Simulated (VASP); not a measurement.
# Mg (P6_3/mmc) in VASP: notebook, part 2 of 2

VASP 6.6.1. Earlier steps stand in the parts before.

## 3. Single point, PBE (volume scaled by 0.76)

Input file INCAR:

```
ALGO = Normal
EDIFF = 1E-7
ENCUT = 520
GGA = PE
ISIF = 2
ISMEAR = -1
LASPH = True
LCHARG = True
LELF = True
LREAL = False
LVHAR = True
LWAVE = False
NBANDS = 9
NELM = 100
PREC = Accurate
SIGMA = 0.1
```

Input file KPOINTS:

```
k-points
0
Gamma
  15 15 8
```

Input file POSCAR:

```
Mg
1.0
    2.9259063366      0.0000000000      0.0000000000
   -1.4629531683      2.5339092166      0.0000000000
    0.0000000000      0.0000000000      4.7049833286
Mg
2
Direct
    0.3333333333      0.6666666667      0.2500000000
    0.6666666667      0.3333333333      0.7500000000
```

Potentials or basis: VASP PAW PBE potentials, release 64 (Mg).

Run with:

```bash
> cat potpaw_PBE.64/Mg/POTCAR > POTCAR
> mpirun -np 1 vasp_std > vasp.out
```

OUTCAR:

```text
EDIFF = 1E-7
   ENCUT = 520
   GGA = PE
   ISIF = 2
   ISMEAR = -1
   LASPH = True
   LREAL = False
   NELM = 100
   PREC = Accurate

 ion  position               nearest neighbor table
   1  0.333  0.667  0.250-   2 2.90   2 2.90   2 2.90   2 2.90   2 2.90   2 2.90
   2  0.667  0.333  0.750-   1 2.90   1 2.90   1 2.90   1 2.90   1 2.90   1 2.90

  LATTYP: Found a hexagonal cell.
 ALAT       =     2.9259063366
 C/A-ratio  =     1.6080430428

  Lattice vectors:

 A1 = (   2.9259063366,   0.0000000000,   0.0000000000)
 A2 = (  -1.4629531683,   2.5339092166,   0.0000000000)
 A3 = (   0.0000000000,   0.0000000000,   4.7049833286)

Analysis of symmetry for initial positions (statically):
=====================================================================
 Subroutine PRICEL returns:
 Original cell was already a primitive cell.

 Routine SETGRP: Setting up the symmetry group for a
 hexagonal supercell.

 Subroutine GETGRP returns: Found 24 space group operations
 (whereof 12 operations were pure point group operations)
 out of a pool of 24 trial point group operations.

The static configuration has the point symmetry D_3d.
 The point group associated with its full space group is D_6h.

Analysis of symmetry for dynamics (positions and initial velocities):
=====================================================================
 Subroutine PRICEL returns:
 Original cell was already a primitive cell.

 Routine SETGRP: Setting up the symmetry group for a
 hexagonal supercell.

 Subroutine GETGRP returns: Found 24 space group operations
 (whereof 12 operations were pure point group operations)
 out of a pool of 24 trial point group operations.

The dynamic configuration has the point symmetry D_3d.
 The point group associated with its full space group is D_6h.

 Subroutine INISYM returns: Found 24 space group operations
[... 119 lines left out ...]
  Fermi-wavevector in a.u.,A,eV,Ry     =   0.795350  1.502994  8.606796  0.632582
  Thomas-Fermi vector in A             =   1.901661
   LORBIT       =      0    0 simple, 1 ext, 2 COOP (PROOUT), +10 PAW based schemes
   GGA     = PE    functional components
   LHFCALC =     F    Hartree Fock is set to
   AEXX    =    0.0000 exact exchange contribution
   IVDW    =     0    specifies the selected vdW correction
   LEPSILON=     F    determine dielectric tensor
   LRPA    =     F    only Hartree local field effects (RPA)
 non-spin polarized calculation
  energy-cutoff  :      520.00
  volume of cell :       34.88
 maximum number of plane-waves:       966
 NGX is ok and might be reduce to    24

 number of electron       4.0000000 magnetization

 Free energy of the ion-electron system (eV)
  ---------------------------------------------------
  ext. energy  EPLUGINS =         0.00000000
  ---------------------------------------------------
  free energy    TOTEN  =        -2.56628301 eV

  energy without entropy =       -2.54596025  energy(sigma->0) =       -2.55612163

 E-fermi :   4.2406     XC(G=0):  -9.3854

 val. band max:        4.2371756824   @ k =   0.1333   0.1333   0.0000
 cond. band min:       4.2475603609   @ k =   0.4667   0.0000   0.5000
 fundamental gap:      0.0103846785
 Fermi energy:         4.2406078238

 k-point     1 :       0.0000    0.0000    0.0000
  band No.  band energies     occupation
      1      -3.9569      2.00000
      2       2.1641      2.00000
      3       3.1093      1.99998
      4      16.7427      0.00000
      5      16.7427      0.00000
      6      17.4473      0.00000
      7      17.4473      0.00000
      8      17.8230      0.00000
      9      20.2857      0.00000
[... 265 lines left out ...]
 k-point    24 :       0.4000    0.2000    0.0000
  band No.  band energies     occupation
      1       2.2055      2.00000
      2       2.4760      2.00000
      3       6.3005      0.00000
      4       7.9918      0.00000
      5       8.0367      0.00000
      6       8.9892      0.00000
      7      11.4236      0.00000
      8      12.2585      0.00000
      9      14.7180      0.00000

 [... further k-points ...]

------------------------ aborting loop because EDIFF is reached ----------------------------------------

  FORCE on cell =-STRESS in cart. coord.  units (eV):
  Direction    XX          YY          ZZ          XY          YZ          ZX
  --------------------------------------------------------------------------------------
  -------------------------------------------------------------------------------------
  Total        3.7029224      3.7029224      3.6884388      0.0000000      0.0000000      0.0000000
  in kB      170.0770189    170.0770189    169.4117782      0.0000000      0.0000000      0.0000000
  external PRESSURE =     169.8552720 kB  Pullay stress =       0.0000000 kB

 VOLUME and BASIS-vectors are now :
 -----------------------------------------------------------------------------
  energy-cutoff  :      520.00
  volume of cell :       34.88
      direct lattice vectors                 reciprocal lattice vectors
     2.925906337  0.000000000  0.000000000     0.341774440  0.197323565  0.000000000
    -1.462953168  2.533909217  0.000000000     0.000000000  0.394647130  0.000000000
     0.000000000  0.000000000  4.704983329     0.000000000  0.000000000  0.212540604

 POSITION                                       TOTAL-FORCE (eV/Angst)
 -----------------------------------------------------------------------------------
     -0.00000      1.68927      1.17625         0.000000      0.000000      0.000000
      1.46295      0.84464      3.52874         0.000000     -0.000000      0.000000
 -----------------------------------------------------------------------------------
    total drift:                                0.000000     -0.000000      0.000000

  FREE ENERGIE OF THE ION-ELECTRON SYSTEM (eV)
  ---------------------------------------------------
  free  energy   TOTEN  =        -2.5662830117 eV

  energy  without entropy=       -2.5459602509  energy(sigma->0) =       -2.55612163
```

stdout:

```text
POSCAR found type information on POSCAR Mg
 POSCAR found :  1 types and       2 ions
 scaLAPACK will be used
 LDA part: xc-table for (Slater+PW92), standard interpolation
 POSCAR, INCAR and KPOINTS ok, starting setup
 FFT: planning ... GRIDC
 FFT: planning ... GRID_SOFT
 FFT: planning ... GRID
 WAVECAR not read
 entering main loop
```

Run time: 14 s. Hardware: 1 thread of Intel Xeon Platinum 8559C (Emerald Rapids), shared host; peak memory 0.17 GiB.

What came out:

```
Free energy            : -2.5663 eV
Pressure               : 17.0 GPa
Band gap on the k mesh : zero (band 2 reaches 5.19 eV, above the bottom of band 3 at 3.11 eV)
```

Caveat: the cell differs from its parent crystal (volume scaled by 0.76).

## 4. Single point, PBE

This run uses another cell than the first one, of 19.28 Å³/atom, 1.105 times its volume.

Input file INCAR:

```
ALGO = Normal ; EDIFF = 1E-6
ENCUT = 520 ; GGA = PE
ISIF = 2 ; ISMEAR = -1
LASPH = T ; LCHARG = F
LREAL = F ; LWAVE = F
NBANDS = 9 ; NELM = 80
PREC = Accurate ; SIGMA = 0.1
```

KPOINTS is that of step 3.

Input file POSCAR:

```
Mg
1.0
    3.0264262401      0.0000000000      0.0000000000
   -1.5132131201      2.6209620066      0.0000000000
    0.0000000000      0.0000000000      4.8605390216
Mg
2
Direct
    0.3333333333      0.6666666667      0.2500000000
    0.6666666667      0.3333333333      0.7500000000
```

Potentials or basis: VASP PAW PBE potentials, release 64 (Mg).

Run with:

```bash
> cat potpaw_PBE.64/Mg/POTCAR > POTCAR
> mpirun -np 1 vasp_std > vasp.out
```

OUTCAR:

```text
EDIFF = 1E-6
   ENCUT = 520
   GGA = PE
   ISIF = 2
   ISMEAR = -1
   LASPH = T
   LREAL = F
   NELM = 80
   PREC = Accurate

 ion  position               nearest neighbor table
   1  0.333  0.667  0.250-   2 2.99   2 2.99   2 2.99   2 2.99   2 2.99   2 2.99
   2  0.667  0.333  0.750-   1 2.99   1 2.99   1 2.99   1 2.99   1 2.99   1 2.99

  LATTYP: Found a hexagonal cell.
 ALAT       =     3.0264262401
 C/A-ratio  =     1.6060325400

  Lattice vectors:

 A1 = (   3.0264262401,   0.0000000000,   0.0000000000)
 A2 = (  -1.5132131201,   2.6209620066,   0.0000000000)
 A3 = (   0.0000000000,   0.0000000000,   4.8605390216)

Analysis of symmetry for initial positions (statically):
=====================================================================
 Subroutine PRICEL returns:
 Original cell was already a primitive cell.

 Routine SETGRP: Setting up the symmetry group for a
 hexagonal supercell.

 Subroutine GETGRP returns: Found 24 space group operations
 (whereof 12 operations were pure point group operations)
 out of a pool of 24 trial point group operations.

[... 170 lines left out ...]

 k-point     1 :       0.0000    0.0000    0.0000
  band No.  band energies     occupation
      1      -4.1047      2.00000
      2       1.7049      2.00000
      3       2.4873      1.99997
      4      15.4740      0.00000
      5      15.4740      0.00000
      6      15.9404      0.00000
      7      15.9404      0.00000
      8      16.5527      0.00000
      9      18.6076      0.00000
[... 265 lines left out ...]
 k-point    24 :       0.4000    0.2000    0.0000
  band No.  band energies     occupation
      1       1.7306      2.00000
      2       1.9007      2.00000
      3       5.6003      0.00000
      4       7.1498      0.00000
      5       7.3410      0.00000
      6       8.0149      0.00000
      7      10.0085      0.00000
      8      11.2675      0.00000
      9      13.1891      0.00000

 [... further k-points ...]

------------------------ aborting loop because EDIFF is reached ----------------------------------------

  FORCE on cell =-STRESS in cart. coord.  units (eV):
  Direction    XX          YY          ZZ          XY          YZ          ZX
  --------------------------------------------------------------------------------------
  -------------------------------------------------------------------------------------
  Total        2.1183317      2.1183317      2.1202053     -0.0000000     -0.0000000      0.0000000
  in kB       88.0297152     88.0297152     88.1075751     -0.0000000     -0.0000000      0.0000000
  external PRESSURE =      88.0556685 kB  Pullay stress =       0.0000000 kB

 VOLUME and BASIS-vectors are now :
 -----------------------------------------------------------------------------
  energy-cutoff  :      520.00
  volume of cell :       38.55
      direct lattice vectors                 reciprocal lattice vectors
     3.026426240  0.000000000  0.000000000     0.330422723  0.190769648  0.000000000
    -1.513213120  2.620962007  0.000000000     0.000000000  0.381539296  0.000000000
     0.000000000  0.000000000  4.860539022     0.000000000  0.000000000  0.205738498

 POSITION                                       TOTAL-FORCE (eV/Angst)
 -----------------------------------------------------------------------------------
     -0.00000      1.74731      1.21513        -0.000000     -0.000000      0.000000
      1.51321      0.87365      3.64540         0.000000      0.000000      0.000000
 -----------------------------------------------------------------------------------
    total drift:                                0.000000     -0.000000      0.000000

  FREE ENERGIE OF THE ION-ELECTRON SYSTEM (eV)
  ---------------------------------------------------
  free  energy   TOTEN  =        -2.8551657724 eV

  energy  without entropy=       -2.8324223336  energy(sigma->0) =       -2.84379405
```

Run time: 12 s. Hardware: 1 thread of Intel Xeon Platinum 8559C (Emerald Rapids), shared host; peak memory 0.18 GiB.

Results:

```yaml
Free_energy: -2.8552 eV
Pressure: 8.8 GPa
Band_gap_on_the_k_mesh: zero (band 2 reaches 4.54 eV, above the bottom of band 3 at 2.49 eV)
```

## 5. Single point, PBE

Input file INCAR:

```
SYSTEM = Mg
PREC     = Accurate       ! precision mode
ENCUT    = 520            ! plane-wave cutoff, eV
EDIFF    = 1E-6           ! SCF threshold, eV
ISMEAR   = -1             ! smearing method
SIGMA    = 0.1            ! smearing width, eV
LREAL    = .FALSE.        ! projectors in reciprocal space
LASPH    = .TRUE.         ! aspherical terms in the spheres
NELM     = 60             ! most SCF steps
ALGO     = Normal         ! electronic algorithm
ISIF     = 2              ! what is computed and relaxed
LWAVE    = .FALSE.        ! write WAVECAR
LCHARG   = .FALSE.        ! write CHGCAR
GGA      = PE             ! functional
NBANDS   = 9              ! bands
```

Input file KPOINTS:

```
Automatic mesh
0
G
  15 15 8
  0 0 0
```

POSCAR is that of step 4.

Run with:

```bash
> cat potpaw_PBE.64/Mg/POTCAR > POTCAR
> mpirun -np 1 vasp_std > vasp.out
```

Wall time 13 s (1 thread of Intel Xeon Platinum 8559C (Emerald Rapids), shared host); peak memory 0.18 GiB.

Results (log left out):

```yaml
Free_energy: -2.8552 eV
Pressure: 8.8 GPa
Band_gap_on_the_k_mesh: zero (band 2 reaches 4.54 eV, above the bottom of band 3 at 2.49 eV)
```

Levels at points of the mesh, in eV from the Fermi level:
```csv
k point,band 1,band 2,band 3,band 4,band 5
"(0.00, 0.00, 0.00)",-7.72,-1.91,-1.12,11.86,11.86
"(0.00, 0.00, 0.50)",-6.13,-6.13,5.76,5.76,12.64
```

## 6. Single point, PBE

This run uses another cell than the first one, of 21.11 Å³/atom, 1.211 times its volume.

Input file INCAR:

```
  ALGO = Normal
  EDIFF = 1E-6
  ENCUT = 520
  GGA = PE
  ISIF = 2
  ISMEAR = -1
  LASPH = True
  LCHARG = False
  LREAL = False
  LWAVE = False
  NBANDS = 9
  NELM = 80
  PREC = Accurate
  SIGMA = 0.1
```

Input file KPOINTS:

```
k-points
0
Gamma
  15 15 8
```

Input file POSCAR:

```
Mg
1.0
    3.1205049492      0.0000000000      0.0000000000
   -1.5602524746      2.7024365586      0.0000000000
    0.0000000000      0.0000000000      5.0072976900
Mg
2
Direct
    0.3333333333      0.6666666667      0.2500000000
    0.6666666667      0.3333333333      0.7500000000
```

Potentials or basis: VASP PAW PBE potentials, release 64 (Mg).

Run with:

```bash
> cat potpaw_PBE.64/Mg/POTCAR > POTCAR
> mpirun -np 1 vasp_std > vasp.out
```

Run time: 14 s. Hardware: 1 thread of Intel Xeon Platinum 8559C (Emerald Rapids), shared host; peak memory 0.19 GiB.

Results (log left out):

| Item | Value |
| --- | --- |
| Free energy | -2.9914 eV |
| Pressure | 3.4 GPa |
| Band gap on the k mesh | zero (band 2 reaches 3.99 eV, above the bottom of band 3 at 1.96 eV) |

Levels at points of the mesh, in eV from the Fermi level:
| k point | band 1 | band 2 | band 3 | band 4 | band 5 | band 6 | band 7 |
| --- | --- | --- | --- | --- | --- | --- | --- |
| (0.00, 0.00, 0.00) | -7.30 | -1.75 | -1.12 | 11.31 | 11.31 | 11.57 | 11.57 |
| (0.00, 0.00, 0.50) | -5.80 | -5.80 | 5.48 | 5.48 | 12.07 | 12.07 | 12.07 |

## 7. Summary

```csv
cell,gap on the mesh (eV),pressure (GPa)
"a = 2.926, b = 2.926, c = 4.705 Å, angles 90.0, 90.0, 120.0°, 2 atoms",none,17.0
"a = 3.026, b = 3.026, c = 4.861 Å, angles 90.0, 90.0, 120.0°, 2 atoms",none,8.8
"a = 3.121, b = 3.121, c = 5.007 Å, angles 90.0, 90.0, 120.0°, 2 atoms",none,3.4
```

Alike in all rows: task single point; level PBE; potentials or basis VASP PAW PBE potentials, release 64 (Mg); no spin polarisation; k mesh 15 × 15 × 8; cutoff (eV) 520; smearing fermi-dirac 0.1 eV.

Absolute energies hang on the potentials; compare differences alone.
